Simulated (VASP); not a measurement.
# InAgTe2 (I-42d) in VASP: further runs

Aim: see how the results for InAgTe2 move with the level of theory and the settings. Levels: PBE, LDA. Tasks: single point.

All numbers are computed with VASP 6.6.1; they aren't measurements. Logs are shortened: lines on timing, memory, paths and dates and some standing lists are left out, and cuts for length are marked.

### Step 1. The cell of the first run

The structure is tetragonal, space group I-42d (No. 122). The conventional cell has a = 6.514 Å, b = 6.514 Å, c = 12.851 Å, α = 90.00°, β = 90.00°, γ = 90.00°. Ag (site symmetry -4) has 4 Te at 2.80 Å within 3.7 Å. Within 3.7 Å of Te (site symmetry 2) lie 2 Ag at 2.80 Å and 2 In at 2.82 Å. Within 3.7 Å of In (site symmetry -4) lie 4 Te at 2.82 Å.

### Step 2. Single point, PBE

The input, INCAR:

```
PREC = Accurate
ENCUT = 500
EDIFF = 1E-6
ISMEAR = -1
SIGMA = 0.02
LREAL = False
LASPH = True
NELM = 120
ALGO = Normal
ISIF = 2
LWAVE = False
LCHARG = False
GGA = PE
NBANDS = 46
GGA_COMPAT = False
```

The input, KPOINTS:

```
Automatic mesh
0
Gamma
  6 6 6
```

The input, POSCAR:

```
InAgTe2
1.0
   -3.2572129470      3.2572129470      6.4257052227
    3.2572129470     -3.2572129470      6.4257052227
    3.2572129470      3.2572129470     -6.4257052227
Ag Te In
2 4 2
Direct
    0.0000000000      0.0000000000      0.0000000000
    0.7500000000      0.2500000000      0.5000000000
    0.3750000000      0.3719465326      0.4969465326
    0.1219465326      0.6250000000     -0.0030534674
    0.8750000000      0.8780534674      0.5030534674
    0.6280534674      0.1250000000      0.0030534674
    0.5000000000      0.5000000000      0.0000000000
    0.2500000000      0.7500000000      0.5000000000
```

Potentials or basis: VASP PAW PBE potentials, release 64 (Ag, Te, In_d).

Run with:

```console
> cat potpaw_PBE.64/Ag/POTCAR potpaw_PBE.64/Te/POTCAR potpaw_PBE.64/In_d/POTCAR > POTCAR
> mpirun -np 1 vasp_std > vasp.out
```

OUTCAR:

```text
PREC = Accurate
   ENCUT = 500
   EDIFF = 1E-6
   ISMEAR = -1
   LREAL = False
   LASPH = True
   NELM = 120
   ISIF = 2
   GGA = PE

 ion  position               nearest neighbor table
   1  0.000  0.000  0.000-   3 2.80   4 2.80   5 2.80   6 2.80
   2  0.750  0.250  0.500-   4 2.80   3 2.80   5 2.80   6 2.80
   3  0.375  0.372  0.497-   1 2.80   2 2.80   7 2.82   8 2.82
   4  0.122  0.625  0.997-   2 2.80   1 2.80   8 2.82   7 2.82
   5  0.875  0.878  0.503-   1 2.80   2 2.80   8 2.82   7 2.82
   6  0.628  0.125  0.003-   1 2.80   2 2.80   7 2.82   8 2.82
   7  0.500  0.500  0.000-   4 2.82   3 2.82   6 2.82   5 2.82
   8  0.250  0.750  0.500-   3 2.82   4 2.82   5 2.82   6 2.82

  LATTYP: Found a body centered tetragonal cell.
 ALAT       =     6.5144258940
 C/A-ratio  =     1.9727617835

  Lattice vectors:

 A1 = (  -3.2572129470,   3.2572129470,   6.4257052227)
 A2 = (   3.2572129470,  -3.2572129470,   6.4257052227)
 A3 = (   3.2572129470,   3.2572129470,  -6.4257052227)

Analysis of symmetry for initial positions (statically):
=====================================================================
 Subroutine PRICEL returns:
 Original cell was already a primitive cell.

 Routine SETGRP: Setting up the symmetry group for a
 body centered tetragonal supercell.

 Subroutine GETGRP returns: Found  8 space group operations
 (whereof  4 operations were pure point group operations)
 out of a pool of 16 trial point group operations.

The static configuration has the point symmetry S_4 .
 The point group associated with its full space group is D_2d.

Analysis of symmetry for dynamics (positions and initial velocities):
=====================================================================
 Subroutine PRICEL returns:
 Original cell was already a primitive cell.

 Routine SETGRP: Setting up the symmetry group for a
 body centered tetragonal supercell.

 Subroutine GETGRP returns: Found  8 space group operations
 (whereof  4 operations were pure point group operations)
 out of a pool of 16 trial point group operations.

The dynamic configuration has the point symmetry S_4 .
 The point group associated with its full space group is D_2d.

 Subroutine INISYM returns: Found  8 space group operations
 (whereof  4 operations are pure point group operations),
 and found     1 'primitive' translations

----------------------------------------------------------------------------------------

                                     Primitive cell

  volume of cell :     272.6924

  direct lattice vectors                    reciprocal lattice vectors
    -3.257212947  3.257212947  6.425705223     0.000000000  0.153505469  0.077812471
     3.257212947 -3.257212947  6.425705223     0.153505469  0.000000000  0.077812471
     3.257212947  3.257212947 -6.425705223     0.153505469  0.153505469  0.000000000

  length of vectors
     7.906235512  7.906235512  7.906235512     0.172100870  0.172100870  0.217089516

  position of ions in fractional coordinates (direct lattice)
     0.000000000  0.000000000  0.000000000
     0.750000000  0.250000000  0.500000000
     0.375000000  0.371946533  0.496946533
     0.121946533  0.625000000  0.996946533
     0.875000000  0.878053467  0.503053467
     0.628053467  0.125000000  0.003053467
     0.500000000  0.500000000  0.000000000
     0.250000000  0.750000000  0.500000000

  ion indices of the primitive-cell ions
   primitive index   ion index
                 1           1
                 2           2
                 3           3
                 4           4
                 5           5
                 6           6
                 7           7
                 8           8

----------------------------------------------------------------------------------------

 KPOINTS: Automatic mesh

Automatic generation of k-mesh.
 Grid dimensions read from file:
 generate k-points for:    6    6    6

 Generating k-lattice:

  Cartesian coordinates                     Fractional coordinates (reciprocal lattice)
     0.000000000  0.025584245  0.012968745     0.166666667  0.000000000  0.000000000
     0.025584245  0.000000000  0.012968745     0.000000000  0.166666667  0.000000000
     0.025584245  0.025584245  0.000000000     0.000000000  0.000000000  0.166666667

  Length of vectors
     0.028683478  0.028683478  0.036181586

  Shift w.r.t. Gamma in fractional coordinates (k-lattice)
     0.000000000  0.000000000  0.000000000

 Subroutine IBZKPT returns following result:
 ===========================================

 Found     30 irreducible k-points:

 Following reciprocal coordinates:
            Coordinates               Weight
  0.000000  0.000000  0.000000      1.000000
  0.166667  0.000000  0.000000      8.000000
  0.333333  0.000000  0.000000      8.000000
  0.500000 -0.000000  0.000000      4.000000
  0.166667  0.166667  0.000000      8.000000
  0.333333  0.166667  0.000000     16.000000
[... 16 lines left out ...]
 -0.333333 -0.333333  0.166667      8.000000
 -0.166667 -0.333333  0.166667      8.000000
 [... further k-points ...]
   k-points           NKPTS =     30   k-points in BZ     NKDIM =     30   number of bands    NBANDS=     46
   number of dos      NEDOS =    301   number of ions     NIONS =      8
   total plane-waves  NPLWV = 216000
   dimension x,y,z NGX =    60 NGY =   60 NGZ =   60
   dimension x,y,z NGXF=   120 NGYF=  120 NGZF=  120
   ions per type =               2   4   2
   NGX,Y,Z   is equivalent  to a cutoff of  12.62, 12.62, 12.62 a.u.
   NGXF,Y,Z  is equivalent  to a cutoff of  25.23, 25.23, 25.23 a.u.
 SYSTEM =  unknown system
   PREC   = accura    normal or accurate (medium, high low for compatibility)
   ISTART =      0    job   : 0-new  1-cont  2-samecut
   ICHARG =      2    charge: 1-file 2-atom 10-const
   ISPIN  =      1    spin polarized calculation?
   LNONCOLLINEAR =      F non collinear calculations
   LSORBIT =      F    spin-orbit coupling
   LASPH  =      T    aspherical Exc in radial PAW
   ENCUT  =  500.0 eV  36.75 Ry    6.06 a.u.  14.41 14.41 14.41*2*pi/ulx,y,z
   NELM   =    120;   NELMIN=  2; NELMDL= -5     # of ELM steps
   EDIFF  = 0.1E-05   stopping-criterion for ELM
   LREAL  =      F    real-space projection
   EDIFFG = 0.1E-04   stopping-criterion for IOM
   NSW    =      0    number of steps for IOM
   IBRION =     -1    ionic relax: 0-MD 1-quasi-New 2-CG
   NFREE  =      0    steps in history (QN), initial steepest desc. (CG)
   ISIF   =      2    stress and relaxation
   ISYM   =      2    0-nonsym 1-usesym 2-fastsym
   POTIM  = 0.5000    time-step for ionic-motion
   TEBEG  =    0.0;   TEEND  =   0.0 temperature during run
   PSTRESS=    0.0 pullay stress
   NELECT =      72.0000    total number of electrons
   NUPDOWN=      -1.0000    fix difference up-down
   EMIN   =  10.00;   EMAX   =-10.00  energy-range for DOS
   EFERMI =   0.00;   METHOD = LEGACY
   ISMEAR =    -1;   SIGMA  =   0.02  broadening in eV -4-tet -1-fermi 0-gaus
   EFERMI_NEDOS =   21; number of points for ismear=-14 and -15
   IALGO  =     38    algorithm
   IMIX   =      4    mixing-type and parameters
     AMIX     =   0.40;   BMIX     =  1.00
     AMIX_MAG =   1.60;   BMIX_MAG =  1.00
  volume/ion in A,a.u.               =      34.09       230.03
  Fermi-wavevector in a.u.,A,eV,Ry     =   1.050255  1.984694 15.007701  1.103035
  Thomas-Fermi vector in A             =   2.185250
   LORBIT       =      0    0 simple, 1 ext, 2 COOP (PROOUT), +10 PAW based schemes
   GGA     = PE    functional components
   LHFCALC =     F    Hartree Fock is set to
   AEXX    =    0.0000 exact exchange contribution
   IVDW    =     0    specifies the selected vdW correction
   LEPSILON=     F    determine dielectric tensor
   LRPA    =     F    only Hartree local field effects (RPA)
 non-spin polarized calculation
  energy-cutoff  :      500.00
  volume of cell :      272.69
 maximum number of plane-waves:      6955
 NGX is ok and might be reduce to    60
   NGX = 29   NGY = 29   NGZ = 29

 number of electron      72.0000018 magnetization

 Free energy of the ion-electron system (eV)
  ---------------------------------------------------
  ext. energy  EPLUGINS =         0.00000000
  ---------------------------------------------------
  free energy    TOTEN  =       -25.43109873 eV

  energy without entropy =      -25.43105517  energy(sigma->0) =      -25.43107695

 E-fermi :   4.3497     XC(G=0):  -8.6013

 val. band max:        4.2748252980   @ k =   0.0000   0.0000   0.0000
 cond. band min:       4.4235560260   @ k =   0.0000   0.0000   0.0000
 fundamental gap:      0.1487307280
 Fermi energy:         4.3496707023

 k-point     1 :       0.0000    0.0000    0.0000
  band No.  band energies     occupation
      1     -10.4881      2.00000
      2     -10.4841      2.00000
      3     -10.4841      2.00000
      4     -10.4226      2.00000
      5     -10.4081      2.00000
      6     -10.4081      2.00000
[... 38 lines left out ...]
     45       8.6882      0.00000
     46       8.6882      0.00000

 k-point     2 :       0.1667    0.0000    0.0000
  band No.  band energies     occupation
      1     -10.4881      2.00000
      2     -10.4846      2.00000
      3     -10.4818      2.00000
      4     -10.4236      2.00000
      5     -10.4114      2.00000
      6     -10.4073      2.00000
[... 38 lines left out ...]
     45       8.6261      0.00000
     46       8.9280      0.00000

 k-point     3 :       0.3333    0.0000    0.0000
  band No.  band energies     occupation
      1     -10.4883      2.00000
      2     -10.4860      2.00000
      3     -10.4750      2.00000
      4     -10.4272      2.00000
      5     -10.4173      2.00000
      6     -10.4059      2.00000
[... 1018 lines left out ...]
     45       9.1012      0.00000
     46       9.2016      0.00000

 k-point    24 :      -0.1667   -0.3333    0.1667
  band No.  band energies     occupation
      1     -10.4869      2.00000
      2     -10.4867      2.00000
      3     -10.4773      2.00000
      4     -10.4327      2.00000
      5     -10.4083      2.00000
      6     -10.4052      2.00000
[... 38 lines left out ...]
     45       8.7307      0.00000
     46       9.0028      0.00000

 [... further k-points ...]

------------------------ aborting loop because EDIFF is reached ----------------------------------------

  FORCE on cell =-STRESS in cart. coord.  units (eV):
  Direction    XX          YY          ZZ          XY          YZ          ZX
  --------------------------------------------------------------------------------------
  -------------------------------------------------------------------------------------
  Total        1.9730269      1.9730269      1.9377017      0.0000000      0.0000000      0.0000000
  in kB       11.5923236     11.5923236     11.3847741      0.0000000      0.0000000      0.0000000
  external PRESSURE =      11.5231404 kB  Pullay stress =       0.0000000 kB

 VOLUME and BASIS-vectors are now :
 -----------------------------------------------------------------------------
  energy-cutoff  :      500.00
  volume of cell :      272.69
      direct lattice vectors                 reciprocal lattice vectors
    -3.257212947  3.257212947  6.425705223     0.000000000  0.153505469  0.077812471
     3.257212947 -3.257212947  6.425705223     0.153505469  0.000000000  0.077812471
     3.257212947  3.257212947 -6.425705223     0.153505469  0.153505469  0.000000000

 POSITION                                       TOTAL-FORCE (eV/Angst)
 -----------------------------------------------------------------------------------
      0.00000      0.00000      0.00000        -0.000000     -0.000000     -0.000000
     -0.00000      3.25721      3.21285        -0.000000     -0.000000     -0.000000
      1.60871      1.62861      1.60643        -0.149453     -0.000000      0.000000
      4.88582      1.60871     -1.60643        -0.000000     -0.149453      0.000000
      1.64850      1.62861      8.03213         0.149453     -0.000000      0.000000
     -1.62861      1.64850      4.81928        -0.000000      0.149453      0.000000
      0.00000      0.00000      6.42571        -0.000000     -0.000000      0.000000
      3.25721     -0.00000      3.21285        -0.000000     -0.000000      0.000000
 -----------------------------------------------------------------------------------
    total drift:                               -0.000001     -0.000001     -0.000001

  FREE ENERGIE OF THE ION-ELECTRON SYSTEM (eV)
  ---------------------------------------------------
  free  energy   TOTEN  =       -25.4310987267 eV

  energy  without entropy=      -25.4310551707  energy(sigma->0) =      -25.43107695
```

Run time: 5.5 min. Hardware: 1 thread of AMD EPYC 9R45 (Zen 5), shared host; peak memory 0.63 GiB.

Results:

| Property | Result |
| --- | --- |
| Free energy | -25.4311 eV |
| Pressure | 1.2 GPa |
| Largest force | 0.149 eV/Å |
| Band gap on the k mesh | 0.15 eV |

Forces in eV/Å, atoms in the order of the input:
```
Ag   0.000  0.000  0.000
Ag   0.000  0.000  0.000
Te  -0.149  0.000  0.000
Te   0.000 -0.149  0.000
Te   0.149  0.000  0.000
Te   0.000  0.149  0.000
In   0.000  0.000  0.000
In   0.000  0.000  0.000
```

Caveat: semilocal functionals underestimate gaps, and a narrow one can read as zero; spin-orbit coupling is left out, which moves the levels of the heavy elements.

(Part 1 of 2 ends here.)
